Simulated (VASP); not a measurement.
# Mg2Sn (Fm-3m) in VASP: a series of runs

The runs below take Mg2Sn through single point, with PBE.

All numbers are computed with VASP 6.6.1; they aren't measurements. Logs are shortened: lines on timing, memory, paths and dates and some standing lists are left out, and cuts for length are marked.

### 1 The cell of the first run

The structure is cubic, space group Fm-3m (No. 225). The conventional cell has a = 6.815 Å, b = 6.815 Å, c = 6.815 Å, α = 90.00°, β = 90.00°, γ = 90.00°. Sn (site symmetry m-3m) has 8 Mg at 2.95 Å within 3.9 Å. Within 3.9 Å of Mg (site symmetry -43m) lie 4 Sn at 2.95 Å and 6 Mg at 3.41 Å.

### 2 Single point, PBE

INCAR reads:

```
ALGO = Normal ; EDIFF = 1E-6
ENCUT = 600 ; GGA = PE
GGA_COMPAT = False ; ISIF = 2
ISMEAR = -1 ; LASPH = True
LCHARG = False ; LREAL = False
LWAVE = False ; NBANDS = 16
NELM = 120 ; PREC = Accurate
SIGMA = 0.02
```

KPOINTS reads:

```
k-points
0
Gamma
  6 6 6
```

POSCAR reads:

```
Mg2Sn
1.0
    0.0000000000      3.4073116706      3.4073116706
    3.4073116706      0.0000000000      3.4073116706
    3.4073116706      3.4073116706      0.0000000000
Sn Mg
1 2
Direct
    0.0000000000      0.0000000000      0.0000000000
    0.2500000000      0.2500000000      0.2500000000
    0.7500000000      0.7500000000      0.7500000000
```

Potentials or basis: VASP PAW PBE potentials, release 64 (Sn_d, Mg).

Launch:

```sh
$ cat potpaw_PBE.64/Sn_d/POTCAR potpaw_PBE.64/Mg/POTCAR > POTCAR
$ mpirun -np 1 vasp_std > vasp.out
```

OUTCAR:

```text
EDIFF = 1E-6
   ENCUT = 600
   GGA = PE
   ISIF = 2
   ISMEAR = -1
   LASPH = True
   LREAL = False
   NELM = 120
   PREC = Accurate

 ion  position               nearest neighbor table
   1  0.000  0.000  0.000-   3 2.95   3 2.95   3 2.95   2 2.95   3 2.95   2 2.95   2 2.95   2 2.95

   2  0.250  0.250  0.250-   1 2.95   1 2.95   1 2.95   1 2.95   3 3.41   3 3.41   3 3.41   3 3.41
                             3 3.41   3 3.41
   3  0.750  0.750  0.750-   1 2.95   1 2.95   1 2.95   1 2.95   2 3.41   2 3.41   2 3.41   2 3.41
                             2 3.41   2 3.41

  LATTYP: Found a face centered cubic cell.
 ALAT       =     6.8146233412

  Lattice vectors:

 A1 = (   0.0000000000,   3.4073116706,   3.4073116706)
 A2 = (   3.4073116706,   0.0000000000,   3.4073116706)
 A3 = (   3.4073116706,   3.4073116706,   0.0000000000)

Analysis of symmetry for initial positions (statically):
=====================================================================
 Subroutine PRICEL returns:
 Original cell was already a primitive cell.

 Routine SETGRP: Setting up the symmetry group for a
 face centered cubic supercell.

 Subroutine GETGRP returns: Found 48 space group operations
 (whereof 48 operations were pure point group operations)
 out of a pool of 48 trial point group operations.

The static configuration has the point symmetry O_h .

Analysis of symmetry for dynamics (positions and initial velocities):
=====================================================================
 Subroutine PRICEL returns:
 Original cell was already a primitive cell.

 Routine SETGRP: Setting up the symmetry group for a
 face centered cubic supercell.

 Subroutine GETGRP returns: Found 48 space group operations
 (whereof 48 operations were pure point group operations)
 out of a pool of 48 trial point group operations.

The dynamic configuration has the point symmetry O_h .

 Subroutine INISYM returns: Found 48 space group operations
 (whereof 48 operations are pure point group operations),
 and found     1 'primitive' translations

----------------------------------------------------------------------------------------

                                     Primitive cell

  volume of cell :      79.1162

  direct lattice vectors                    reciprocal lattice vectors
     0.000000000  3.407311671  3.407311671    -0.146743253  0.146743253  0.146743253
     3.407311671  0.000000000  3.407311671     0.146743253 -0.146743253  0.146743253
     3.407311671  3.407311671  0.000000000     0.146743253  0.146743253 -0.146743253

  length of vectors
     4.818666376  4.818666376  4.818666376     0.254166771  0.254166771  0.254166771

[... 76 lines left out ...]
   NSW    =      0    number of steps for IOM
   IBRION =     -1    ionic relax: 0-MD 1-quasi-New 2-CG
   NFREE  =      0    steps in history (QN), initial steepest desc. (CG)
   ISIF   =      2    stress and relaxation
   ISYM   =      2    0-nonsym 1-usesym 2-fastsym
   POTIM  = 0.5000    time-step for ionic-motion
   TEBEG  =    0.0;   TEEND  =   0.0 temperature during run
   PSTRESS=    0.0 pullay stress
   NELECT =      18.0000    total number of electrons
   NUPDOWN=      -1.0000    fix difference up-down
   EMIN   =  10.00;   EMAX   =-10.00  energy-range for DOS
   EFERMI =   0.00;   METHOD = LEGACY
   ISMEAR =    -1;   SIGMA  =   0.02  broadening in eV -4-tet -1-fermi 0-gaus
   EFERMI_NEDOS =   21; number of points for ismear=-14 and -15
   IALGO  =     38    algorithm
   IMIX   =      4    mixing-type and parameters
     AMIX     =   0.40;   BMIX     =  1.00
     AMIX_MAG =   1.60;   BMIX_MAG =  1.00
  volume/ion in A,a.u.               =      26.37       177.97
  Fermi-wavevector in a.u.,A,eV,Ry     =   0.999410  1.888612 13.589783  0.998821
  Thomas-Fermi vector in A             =   2.131699
   LORBIT       =      0    0 simple, 1 ext, 2 COOP (PROOUT), +10 PAW based schemes
   GGA     = PE    functional components
   LHFCALC =     F    Hartree Fock is set to
   AEXX    =    0.0000 exact exchange contribution
   IVDW    =     0    specifies the selected vdW correction
   LEPSILON=     F    determine dielectric tensor
   LRPA    =     F    only Hartree local field effects (RPA)
 non-spin polarized calculation
  energy-cutoff  :      600.00
  volume of cell :       79.12
 maximum number of plane-waves:      2685
 NGX is ok and might be reduce to    40
   NGX = 19   NGY = 19   NGZ = 19

 number of electron      18.0000004 magnetization

 Free energy of the ion-electron system (eV)
  ---------------------------------------------------
  ext. energy  EPLUGINS =         0.00000000
  ---------------------------------------------------
  free energy    TOTEN  =        -7.40713540 eV

  energy without entropy =       -7.40708910  energy(sigma->0) =       -7.40711225

 E-fermi :   4.0202     XC(G=0):  -8.6710

 val. band max:        3.9195994609   @ k =   0.5000   0.5000   0.0000
 cond. band min:       4.1199654404   @ k =   0.0000   0.0000   0.0000
 fundamental gap:      0.2003659795
 Fermi energy:         4.0202258018

 k-point     1 :       0.0000    0.0000    0.0000
  band No.  band energies     occupation
      1     -16.8438      2.00000
      2     -16.8438      2.00000
      3     -16.8438      2.00000
      4     -16.8078      2.00000
      5     -16.8078      2.00000
      6      -4.8825      2.00000
[... 281 lines left out ...]
      3     -16.8377      2.00000
      4     -16.8089      2.00000
      5     -16.8058      2.00000
      6      -3.1426      2.00000
[... 8 lines left out ...]
     15      11.8817      0.00000
     16      12.2292      0.00000

------------------------ aborting loop because EDIFF is reached ----------------------------------------

  FORCE on cell =-STRESS in cart. coord.  units (eV):
  Direction    XX          YY          ZZ          XY          YZ          ZX
  --------------------------------------------------------------------------------------
  -------------------------------------------------------------------------------------
  Total        0.0210286      0.0210286      0.0210286      0.0000000      0.0000000      0.0000000
  in kB        0.4258484      0.4258484      0.4258484      0.0000000      0.0000000      0.0000000
  external PRESSURE =       0.4258484 kB  Pullay stress =       0.0000000 kB

 VOLUME and BASIS-vectors are now :
 -----------------------------------------------------------------------------
  energy-cutoff  :      600.00
  volume of cell :       79.12
      direct lattice vectors                 reciprocal lattice vectors
     0.000000000  3.407311671  3.407311671    -0.146743253  0.146743253  0.146743253
     3.407311671  0.000000000  3.407311671     0.146743253 -0.146743253  0.146743253
     3.407311671  3.407311671  0.000000000     0.146743253  0.146743253 -0.146743253

 POSITION                                       TOTAL-FORCE (eV/Angst)
 -----------------------------------------------------------------------------------
      0.00000      0.00000      0.00000        -0.000000     -0.000000      0.000000
      1.70366      1.70366      1.70366         0.000000      0.000000      0.000000
      5.11097      5.11097      5.11097        -0.000000     -0.000000     -0.000000
 -----------------------------------------------------------------------------------
    total drift:                               -0.000000      0.000000     -0.000000

  FREE ENERGIE OF THE ION-ELECTRON SYSTEM (eV)
  ---------------------------------------------------
  free  energy   TOTEN  =        -7.4071354010 eV

  energy  without entropy=       -7.4070890955  energy(sigma->0) =       -7.40711225
```

OSZICAR:

```text
N       E                     dE             d eps       ncg     rms          rms(c)
DAV:   1     0.954433535580E+02    0.95443E+02   -0.90963E+03   512   0.126E+03
DAV:   2     0.123110448553E+00   -0.95320E+02   -0.92078E+02   552   0.304E+02
DAV:   3    -0.750279734747E+01   -0.76259E+01   -0.75894E+01   656   0.754E+01
DAV:   4    -0.770151527424E+01   -0.19872E+00   -0.19870E+00   640   0.132E+01
DAV:   5    -0.770934840728E+01   -0.78331E-02   -0.78331E-02   768   0.232E+00    0.320E+00
DAV:   6    -0.746565845906E+01    0.24369E+00   -0.21948E-01   624   0.187E+00    0.176E+00
DAV:   7    -0.740522419652E+01    0.60434E-01   -0.19179E-01   656   0.257E+00    0.480E-01
DAV:   8    -0.740691588744E+01   -0.16917E-02   -0.17634E-02   648   0.150E+00    0.191E-01
DAV:   9    -0.740712245686E+01   -0.20657E-03   -0.16733E-03   664   0.488E-01    0.506E-02
DAV:  10    -0.740711818087E+01    0.42760E-05   -0.14015E-04   608   0.806E-02    0.244E-02
DAV:  11    -0.740713516116E+01   -0.16980E-04   -0.10431E-04   552   0.806E-02    0.137E-02
DAV:  12    -0.740713540105E+01   -0.23989E-06   -0.37990E-06   704   0.118E-02
   1 F= -.74071354E+01 E0= -.74071122E+01  d E =-.463056E-04
```

Wall time 16 s (1 thread of AMD EPYC 9R45 (Zen 5), shared host); peak memory 0.21 GiB.

Results:

```
Free energy            : -7.4071 eV
Pressure               : 0.0 GPa
Band gap on the k mesh : zero (band 9 reaches 4.12 eV, above the bottom of band 10 at 3.92 eV)
```

Caveat: spin-orbit coupling is left out, which moves the levels of the heavy elements.

### 3 Single point, PBE (volume changed by +3%)

INCAR reads:

```
SYSTEM = Mg2Sn
PREC     = Accurate       ! precision mode
ENCUT    = 600            ! plane-wave cutoff, eV
EDIFF    = 1E-6           ! SCF threshold, eV
ISMEAR   = -1             ! smearing method
SIGMA    = 0.02           ! smearing width, eV
LREAL    = .FALSE.        ! projectors in reciprocal space
LASPH    = .TRUE.         ! aspherical terms in the spheres
NELM     = 120            ! most SCF steps
ALGO     = Normal         ! electronic algorithm
ISIF     = 2              ! what is computed and relaxed
LWAVE    = .FALSE.        ! write WAVECAR
LCHARG   = .FALSE.        ! write CHGCAR
GGA      = PE             ! functional
NBANDS   = 16             ! bands
GGA_COMPAT= .FALSE.
```

KPOINTS reads:

```
regular mesh
0
G
  6 6 6
  0 0 0
```

POSCAR reads:

```
Mg2Sn
1.0
    0.0000000000      3.4410496238      3.4410496238
    3.4410496238      0.0000000000      3.4410496238
    3.4410496238      3.4410496238      0.0000000000
Sn Mg
1 2
Direct
    0.0000000000      0.0000000000      0.0000000000
    0.2500000000      0.2500000000      0.2500000000
    0.7500000000      0.7500000000      0.7500000000
```

Potentials or basis: VASP PAW PBE potentials, release 64 (Sn_d, Mg).

Launch:

```sh
$ cat potpaw_PBE.64/Sn_d/POTCAR potpaw_PBE.64/Mg/POTCAR > POTCAR
$ mpirun -np 1 vasp_std > vasp.out
```

Wall time 16 s (1 thread of AMD EPYC 9R45 (Zen 5), shared host); peak memory 0.21 GiB.

The run converged. Its results:

```
Free energy            : -7.3968 eV
Pressure               : -1.3 GPa
Band gap on the k mesh : zero (band 9 reaches 3.92 eV, above the bottom of band 10 at 3.67 eV)
```

Levels at points of the mesh, in eV from the Fermi level:
```
           k point  band 5  band 6  band 7  band 8  band 9  band 10  band 11  band 12  band 13  band 14
(0.00, 0.00, 0.00)  -20.80   -8.75    0.12    0.12    0.12     1.24     2.18     2.18     2.18     3.79
(0.50, 0.00, 0.00)  -20.80   -7.58   -4.52   -0.68   -0.68     0.58     2.29     2.29     3.96     6.80
(0.50, 0.50, 0.00)  -20.80   -7.11   -4.34   -1.90   -1.90    -0.13     0.33     7.08     7.08     7.43
```

Caveat: spin-orbit coupling is left out, which moves the levels of the heavy elements.
